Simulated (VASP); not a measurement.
# MgO (P6_3mc) in VASP: notebook

MgO is run at these levels: PBE; tasks: single point.

All numbers are computed with VASP 6.6.1; they aren't measurements. Logs are shortened: lines on timing, memory, paths and dates and some standing lists are left out, and cuts for length are marked.

**1. The cell of the first run**

Symmetry: P6_3mc, No. 186, hexagonal system. Conventional cell: a = 3.171 Å, b = 3.171 Å, c = 11.075 Å, α = 90.00°, β = 90.00°, γ = 120.00°. Within 2.6 Å of Mg (site symmetry 3m) lie 4 O at 1.95 to 2.10 Å. Within 2.6 Å of Mg (site symmetry 3m) lie 4 O at 1.94 to 2.12 Å. Within 2.6 Å of O (site symmetry 3m) lie 4 Mg at 1.94 to 2.10 Å. O (site symmetry 3m) has 4 Mg at 1.95 to 2.12 Å within 2.6 Å.

**2. Single point, PBE**

File INCAR:

```
SYSTEM = MgO
  PREC = Accurate
  ENCUT = 520
  EDIFF = 1E-7
  ISMEAR = 0
  SIGMA = 0.05
  LREAL = .FALSE.
  LASPH = .TRUE.
  NELM = 60
  ALGO = Normal
  ISIF = 2
  LWAVE = .FALSE.
  LCHARG = .FALSE.
  GGA = PE
  NBANDS = 26
```

File KPOINTS:

```
regular mesh
0
G
  9 9 2
  0 0 0
```

File POSCAR:

```
MgO
1.0
    3.1712000000      0.0000000000      0.0000000000
   -1.5856000000      2.7463397605      0.0000000000
    0.0000000000      0.0000000000     11.0746000000
Mg O
4 4
Direct
    0.3333333333      0.6666666667      0.9694906392
    0.0000000000      0.0000000000      0.2208211786
    0.0000000000      0.0000000000      0.7208211786
    0.6666666667      0.3333333333      0.4694906392
    0.3333333333      0.6666666667      0.7800420079
    0.0000000000      0.0000000000      0.5296443544
    0.0000000000      0.0000000000      0.0296443544
    0.6666666667      0.3333333333      0.2800420079
```

Potentials or basis: VASP PAW PBE potentials, release 64 (Mg, O).

On the command line:

```console
$ cat potpaw_PBE.64/Mg/POTCAR potpaw_PBE.64/O/POTCAR > POTCAR
$ mpirun -np 1 vasp_std > vasp.out
```

OUTCAR:

```text
SYSTEM = MgO
   PREC = Accurate
   ENCUT = 520
   EDIFF = 1E-7
   ISMEAR = 0
   LREAL = .FALSE.
   LASPH = .TRUE.
   NELM = 60
   ISIF = 2
   GGA = PE

 ion  position               nearest neighbor table
   1  0.333  0.667  0.969-   7 1.95   7 1.95   7 1.95   5 2.10   3 3.31   3 3.31   3 3.31   2 3.33
                             2 3.33   2 3.33
   2  0.000  0.000  0.221-   8 1.94   8 1.94   8 1.94   7 2.12   4 3.31   4 3.31   4 3.31   1 3.33
                             1 3.33   1 3.33
   3  0.000  0.000  0.721-   5 1.94   5 1.94   5 1.94   6 2.12   1 3.31   1 3.31   1 3.31   4 3.33
                             4 3.33   4 3.33
   4  0.667  0.333  0.469-   6 1.95   6 1.95   6 1.95   8 2.10   2 3.31   2 3.31   2 3.31   3 3.33
                             3 3.33   3 3.33
   5  0.333  0.667  0.780-   3 1.94   3 1.94   3 1.94   1 2.10
   6  0.000  0.000  0.530-   4 1.95   4 1.95   4 1.95   3 2.12
   7  0.000  0.000  0.030-   1 1.95   1 1.95   1 1.95   2 2.12
   8  0.667  0.333  0.280-   2 1.94   2 1.94   2 1.94   4 2.10

  LATTYP: Found a hexagonal cell.
 ALAT       =     3.1712000000
 C/A-ratio  =     3.4922426842

  Lattice vectors:

 A1 = (   3.1712000000,   0.0000000000,   0.0000000000)
 A2 = (  -1.5856000000,   2.7463397605,   0.0000000000)
 A3 = (   0.0000000000,   0.0000000000,  11.0746000000)

Analysis of symmetry for initial positions (statically):
=====================================================================
 Subroutine PRICEL returns:
 Original cell was already a primitive cell.

 Routine SETGRP: Setting up the symmetry group for a
 hexagonal supercell.

 Subroutine GETGRP returns: Found 12 space group operations
 (whereof  6 operations were pure point group operations)
 out of a pool of 24 trial point group operations.

The static configuration has the point symmetry C_3v.
 The point group associated with its full space group is C_6v.

Analysis of symmetry for dynamics (positions and initial velocities):
=====================================================================
 Subroutine PRICEL returns:
 Original cell was already a primitive cell.

 Routine SETGRP: Setting up the symmetry group for a
 hexagonal supercell.

 Subroutine GETGRP returns: Found 12 space group operations
 (whereof  6 operations were pure point group operations)
 out of a pool of 24 trial point group operations.

[... 115 lines left out ...]
   NSW    =      0    number of steps for IOM
   IBRION =     -1    ionic relax: 0-MD 1-quasi-New 2-CG
   NFREE  =      0    steps in history (QN), initial steepest desc. (CG)
   ISIF   =      2    stress and relaxation
   ISYM   =      2    0-nonsym 1-usesym 2-fastsym
   POTIM  = 0.5000    time-step for ionic-motion
   TEBEG  =    0.0;   TEEND  =   0.0 temperature during run
   PSTRESS=    0.0 pullay stress
   NELECT =      32.0000    total number of electrons
   NUPDOWN=      -1.0000    fix difference up-down
   EMIN   =  10.00;   EMAX   =-10.00  energy-range for DOS
   EFERMI =   0.00;   METHOD = LEGACY
   ISMEAR =     0;   SIGMA  =   0.05  broadening in eV -4-tet -1-fermi 0-gaus
   EFERMI_NEDOS =   21; number of points for ismear=-14 and -15
   IALGO  =     38    algorithm
   IMIX   =      4    mixing-type and parameters
     AMIX     =   0.40;   BMIX     =  1.00
     AMIX_MAG =   1.60;   BMIX_MAG =  1.00
  volume/ion in A,a.u.               =      12.06        81.36
  Fermi-wavevector in a.u.,A,eV,Ry     =   1.133329  2.141682 17.475808  1.284436
  Thomas-Fermi vector in A             =   2.270032
   LORBIT       =      0    0 simple, 1 ext, 2 COOP (PROOUT), +10 PAW based schemes
   GGA     = PE    functional components
   LHFCALC =     F    Hartree Fock is set to
   AEXX    =    0.0000 exact exchange contribution
   IVDW    =     0    specifies the selected vdW correction
   LEPSILON=     F    determine dielectric tensor
   LRPA    =     F    only Hartree local field effects (RPA)
 non-spin polarized calculation
 Gauss-broadening in eV      SIGMA  =   0.05
  energy-cutoff  :      520.00
  volume of cell :       96.45
 maximum number of plane-waves:      2622
 NGX is ok and might be reduce to    24
   NGX = 11   NGY = 11   NGZ = 41

 number of electron      31.9999976 magnetization

 Free energy of the ion-electron system (eV)
  ---------------------------------------------------
  ext. energy  EPLUGINS =         0.00000000
  ---------------------------------------------------
  free energy    TOTEN  =       -46.58879603 eV

  energy without entropy =      -46.58879603  energy(sigma->0) =      -46.58879603

 E-fermi :   1.0540     XC(G=0):  -9.6502

 val. band max:        0.7768784065   @ k =   0.0000   0.0000   0.0000
 cond. band min:       4.2669661756   @ k =   0.0000   0.0000   0.0000
 fundamental gap:      3.4900877691
 Fermi energy:         1.0540382867

 k-point     1 :       0.0000    0.0000    0.0000
  band No.  band energies     occupation
      1     -15.1606      2.00000
      2     -14.9129      2.00000
      3     -14.8736      2.00000
      4     -14.6048      2.00000
      5      -2.4140      2.00000
      6      -1.2422      2.00000
[... 685 lines left out ...]
     25      13.5888      0.00000
     26      13.6085      0.00000

------------------------ aborting loop because EDIFF is reached ----------------------------------------

  FORCE on cell =-STRESS in cart. coord.  units (eV):
  Direction    XX          YY          ZZ          XY          YZ          ZX
  --------------------------------------------------------------------------------------
  -------------------------------------------------------------------------------------
  Total        5.4450105      5.4450105     -5.6829702     -0.0000000      0.0000000      0.0000000
  in kB       90.4489146     90.4489146    -94.4017436     -0.0000000      0.0000000      0.0000000
  external PRESSURE =      28.8320285 kB  Pullay stress =       0.0000000 kB

 VOLUME and BASIS-vectors are now :
 -----------------------------------------------------------------------------
  energy-cutoff  :      520.00
  volume of cell :       96.45
      direct lattice vectors                 reciprocal lattice vectors
     3.171200000  0.000000000  0.000000000     0.315338042  0.182060504  0.000000000
    -1.585600000  2.746339761  0.000000000     0.000000000  0.364121007  0.000000000
     0.000000000  0.000000000 11.074600000     0.000000000  0.000000000  0.090296715

 POSITION                                       TOTAL-FORCE (eV/Angst)
 -----------------------------------------------------------------------------------
     -0.00000      1.83089     10.73672         0.000000      0.000000     -0.536993
      0.00000      0.00000      2.44551         0.000000     -0.000000     -0.590201
      0.00000      0.00000      7.98281         0.000000     -0.000000     -0.590201
      1.58560      0.91545      5.19942        -0.000000      0.000000     -0.536993
     -0.00000      1.83089      8.63865        -0.000000      0.000000      0.580381
      0.00000      0.00000      5.86560         0.000000     -0.000000      0.546813
      0.00000      0.00000      0.32830        -0.000000      0.000000      0.546813
      1.58560      0.91545      3.10135         0.000000     -0.000000      0.580381
 -----------------------------------------------------------------------------------
    total drift:                                0.000000      0.000000     -0.001159

  FREE ENERGIE OF THE ION-ELECTRON SYSTEM (eV)
  ---------------------------------------------------
  free  energy   TOTEN  =       -46.5887960268 eV

  energy  without entropy=      -46.5887960268  energy(sigma->0) =      -46.58879603
```

OSZICAR:

```text
N       E                     dE             d eps       ncg     rms          rms(c)
DAV:   1     0.139253656285E+03    0.13925E+03   -0.14472E+04  1248   0.107E+03
DAV:   2    -0.448917744213E+02   -0.18415E+03   -0.17418E+03  1636   0.234E+02
DAV:   3    -0.553366414994E+02   -0.10445E+02   -0.10393E+02  1582   0.562E+01
DAV:   4    -0.554018444848E+02   -0.65203E-01   -0.65172E-01  1464   0.518E+00
DAV:   5    -0.554022561778E+02   -0.41169E-03   -0.41161E-03  1554   0.405E-01    0.167E+01
DAV:   6    -0.467163310414E+02    0.86859E+01   -0.32506E+01  1368   0.326E+01    0.565E+00
DAV:   7    -0.466140125433E+02    0.10232E+00   -0.50488E-01  1310   0.451E+00    0.327E+00
DAV:   8    -0.465913118196E+02    0.22701E-01   -0.21296E-01  1416   0.427E+00    0.642E-01
DAV:   9    -0.465866476133E+02    0.46642E-02   -0.16309E-02  1594   0.838E-01    0.182E-01
DAV:  10    -0.465887461030E+02   -0.20985E-02   -0.29951E-03  1328   0.301E-01    0.626E-02
DAV:  11    -0.465887927898E+02   -0.46687E-04   -0.68236E-05  1562   0.630E-02    0.321E-02
DAV:  12    -0.465887922957E+02    0.49408E-06   -0.27293E-05  1364   0.355E-02    0.100E-02
DAV:  13    -0.465887962098E+02   -0.39140E-05   -0.54547E-06  1326   0.168E-02    0.322E-03
DAV:  14    -0.465887960710E+02    0.13875E-06   -0.37607E-07  1600   0.681E-03    0.165E-03
DAV:  15    -0.465887960268E+02    0.44239E-07   -0.37270E-07  1334   0.390E-03
   1 F= -.46588796E+02 E0= -.46588796E+02  d E =-.171819E-16
```

Run time: 36 s. Hardware: 1 thread of AMD EPYC 9R45 (Zen 5), shared host; peak memory 0.19 GiB.

What came out:

* Free energy: -46.5888 eV
* Pressure: 2.9 GPa
* Largest force: 0.590 eV/Å
* Band gap on the k mesh: 3.49 eV, direct

Forces on the atoms (eV/Å):
```
Mg   0.000  0.000 -0.537
Mg   0.000  0.000 -0.590
Mg   0.000  0.000 -0.590
Mg   0.000  0.000 -0.537
O    0.000  0.000  0.580
O    0.000  0.000  0.547
O    0.000  0.000  0.547
O    0.000  0.000  0.580
```

**3. Single point, PBE**

This run uses another cell than the first one, of 12.16 Å³/atom, 1.009 times its volume.

File INCAR:

```
SYSTEM = MgO
PREC = Accurate
ENCUT = 520
EDIFF = 1E-6
ISMEAR = 0
SIGMA = 0.05
LREAL = .False.
LASPH = .True.
NELM = 80
ALGO = Normal
ISIF = 2
LWAVE = .False.
LCHARG = .False.
GGA = PE
NBANDS = 26
```

File KPOINTS:

```
regular mesh
0
Gamma
  9 9 2
  0 0 0
```

Changes to POSCAR since step 2:

```diff
@@ -2,5 +2,5 @@
 1.0
-    3.1712000000      0.0000000000      0.0000000000
-   -1.5856000000      2.7463397605      0.0000000000
-    0.0000000000      0.0000000000     11.0746000000
+    3.2259000000      0.0000000000      0.0000000000
+   -1.6129500000      2.7937113501      0.0000000000
+    0.0000000000      0.0000000000     10.7943000000
 Mg O
```

Potentials or basis: VASP PAW PBE potentials, release 64 (Mg, O).

On the command line:

```console
$ cat potpaw_PBE.64/Mg/POTCAR potpaw_PBE.64/O/POTCAR > POTCAR
$ mpirun -np 1 vasp_std > vasp.out
```

Wall time 31 s (1 thread of AMD EPYC 9R45 (Zen 5), shared host); peak memory 0.19 GiB.

Results (log left out):

- Free energy: -46.8380 eV
- Pressure: 0.8 GPa
- Largest force: 0.332 eV/Å
- Band gap on the k mesh: 3.54 eV, direct

Forces in eV/Å, atoms in the order of the input:
```
Mg   0.000  0.000 -0.303
Mg   0.000  0.000 -0.332
Mg   0.000  0.000 -0.332
Mg   0.000  0.000 -0.303
O    0.000  0.000  0.326
O    0.000  0.000  0.309
O    0.000  0.000  0.309
O    0.000  0.000  0.326
```

Stress tensor (GPa, compression positive):
```
 3.94  0.00  0.00
 0.00  3.94  0.00
 0.00  0.00 -5.34
```

Levels at points of the mesh, in eV from the valence-band top:
| k point | band 13 | band 14 | band 15 | band 16 | band 17 | band 18 | band 19 | band 20 |
| --- | --- | --- | --- | --- | --- | --- | --- | --- |
| (0.00, 0.00, 0.00) | -0.08 | -0.03 | 0.00 | 0.00 | 3.54 | 5.86 | 5.95 | 8.69 |
| (0.00, 0.00, 0.50) | -0.03 | -0.03 | -0.03 | -0.03 | 4.36 | 4.36 | 7.49 | 7.49 |

**4. Single point, PBE**

This run uses another cell than the first one, of 10.17 Å³/atom, 0.844 times its volume.

File INCAR:

```
PREC     = Accurate       # precision mode
ENCUT    = 520            # plane-wave cutoff, eV
EDIFF    = 1E-6           # SCF threshold, eV
ISMEAR   = 0              # smearing method
SIGMA    = 0.05           # smearing width, eV
LREAL    = F              # projectors in reciprocal space
LASPH    = T              # aspherical terms in the spheres
NELM     = 80             # most SCF steps
ALGO     = Normal         # electronic algorithm
ISIF     = 2              # what is computed and relaxed
LWAVE    = F              # write WAVECAR
LCHARG   = T              # write CHGCAR
GGA      = PE             # functional
LELF     = T              # ELF
LVHAR    = T            
NBANDS   = 26             # bands
```

File KPOINTS:

```
Automatic mesh
0
Gamma
  9 9 2
```

Changes to POSCAR since step 3:

```diff
@@ -2,5 +2,5 @@
 1.0
-    3.2259000000      0.0000000000      0.0000000000
-   -1.6129500000      2.7937113501      0.0000000000
-    0.0000000000      0.0000000000     10.7943000000
+    3.1165000000      0.0000000000      0.0000000000
+   -1.5582500000      2.6989681709      0.0000000000
+    0.0000000000      0.0000000000      9.6728000000
 Mg O
```

On the command line:

```console
$ cat potpaw_PBE.64/Mg/POTCAR potpaw_PBE.64/O/POTCAR > POTCAR
$ mpirun -np 1 vasp_std > vasp.out
```

Wall time 19 s (1 thread of Intel Xeon 6975P-C (Granite Rapids), shared host); peak memory 0.2 GiB.

Results (log left out):

- Free energy: -45.5097 eV
- Pressure: 30.9 GPa
- Largest force: 0.765 eV/Å
- Band gap on the k mesh: 4.46 eV, direct

Forces in eV/Å, atoms in the order of the input:
```
Mg   0.000  0.000  0.727
Mg   0.000  0.000  0.678
Mg   0.000  0.000  0.678
Mg   0.000  0.000  0.727
O    0.000  0.000 -0.765
O    0.000  0.000 -0.640
O    0.000  0.000 -0.640
O    0.000  0.000 -0.765
```

Stress tensor (GPa, compression positive):
```
27.13  0.00  0.00
 0.00 27.13  0.00
 0.00  0.00 38.53
```

Levels at points of the mesh, in eV from the valence-band top:
| k point | band 12 | band 13 | band 14 | band 15 | band 16 | band 17 | band 18 | band 19 | band 20 | band 21 |
| --- | --- | --- | --- | --- | --- | --- | --- | --- | --- | --- |
| (0.00, 0.00, 0.00) | -0.38 | -0.38 | -0.26 | -0.26 | 0.00 | 4.46 | 6.89 | 7.05 | 9.70 | 11.20 |
| (0.00, 0.00, 0.50) | -0.49 | -0.30 | -0.30 | -0.30 | -0.30 | 5.33 | 5.33 | 8.60 | 8.60 | 12.48 |

**5. Single point, PBE**

This run uses another cell than the first one, of 10.53 Å³/atom, 0.873 times its volume.

File INCAR:

```
SYSTEM = MgO
PREC = Accurate
ENCUT = 520
EDIFF = 1E-7
ISMEAR = 0
SIGMA = 0.05
LREAL = .False.
LASPH = .True.
NELM = 100
ALGO = Normal
ISIF = 2
LWAVE = .False.
LCHARG = .False.
GGA = PE
NBANDS = 26
```

File KPOINTS:

```
regular mesh
0
Gamma
  9 9 2
  0 0 0
```

Changes to POSCAR since step 4:

```diff
@@ -2,4 +2,4 @@
 1.0
-    3.1165000000      0.0000000000      0.0000000000
-   -1.5582500000      2.6989681709      0.0000000000
+    3.1712000000      0.0000000000      0.0000000000
+   -1.5856000000      2.7463397605      0.0000000000
     0.0000000000      0.0000000000      9.6728000000
```

On the command line:

```console
$ cat potpaw_PBE.64/Mg/POTCAR potpaw_PBE.64/O/POTCAR > POTCAR
$ mpirun -np 1 vasp_std > vasp.out
```

It took 25 s on 1 thread of Intel Xeon 6975P-C (Granite Rapids), shared host; peak memory 0.2 GiB.

The run converged. Its results:

```yaml
Free_energy: -45.9153 eV
Pressure: 23.6 GPa
Largest_force: 1.026 eV/Å
Band_gap_on_the_k_mesh: 4.19 eV, direct
```

Forces on the atoms (eV/Å):
```
Mg   0.000  0.000  0.981
Mg   0.000  0.000  0.953
Mg   0.000  0.000  0.953
Mg   0.000  0.000  0.981
O    0.000  0.000 -1.026
O    0.000  0.000 -0.908
O    0.000  0.000 -0.908
O    0.000  0.000 -1.026
```

Stress tensor (GPa, compression positive):
```
17.91  0.00  0.00
 0.00 17.91  0.00
 0.00  0.00 34.90
```

Levels at points of the mesh, in eV from the valence-band top:
| k point | band 12 | band 13 | band 14 | band 15 | band 16 | band 17 | band 18 | band 19 | band 20 | band 21 |
| --- | --- | --- | --- | --- | --- | --- | --- | --- | --- | --- |
| (0.00, 0.00, 0.00) | -0.43 | -0.43 | -0.30 | -0.30 | 0.00 | 4.19 | 6.60 | 6.76 | 9.37 | 10.94 |
| (0.00, 0.00, 0.50) | -0.55 | -0.35 | -0.35 | -0.35 | -0.35 | 5.06 | 5.06 | 8.29 | 8.29 | 12.22 |

Caveat: forces of over 1 eV/Å act on the atoms, so gaps and moduli don't describe the material at rest.

**6. The runs side by side**

| cell | gap on the mesh (eV) | pressure (GPa) | largest force (eV/Å) |
| --- | --- | --- | --- |
| a = 3.171, b = 3.171, c = 11.075 Å, angles 90.0, 90.0, 120.0°, 8 atoms | 3.49 | 2.9 | 0.59 |
| a = 3.226, b = 3.226, c = 10.794 Å, angles 90.0, 90.0, 120.0°, 8 atoms | 3.54 | 0.8 | 0.33 |
| a = 3.116, b = 3.117, c = 9.673 Å, angles 90.0, 90.0, 120.0°, 8 atoms | 4.46 | 30.9 | 0.77 |
| a = 3.171, b = 3.171, c = 9.673 Å, angles 90.0, 90.0, 120.0°, 8 atoms | 4.19 | 23.6 | 1.03 |

Alike in all rows: task single point; level PBE; potentials or basis VASP PAW PBE potentials, release 64 (Mg, O); no spin polarisation; k mesh 9 × 9 × 2; cutoff (eV) 520; smearing gaussian 0.05 eV.

Caveats: forces of over 1 eV/Å act on the atoms, so gaps and moduli don't describe the material at rest (some runs).

Absolute energies hang on the potentials; compare differences alone.
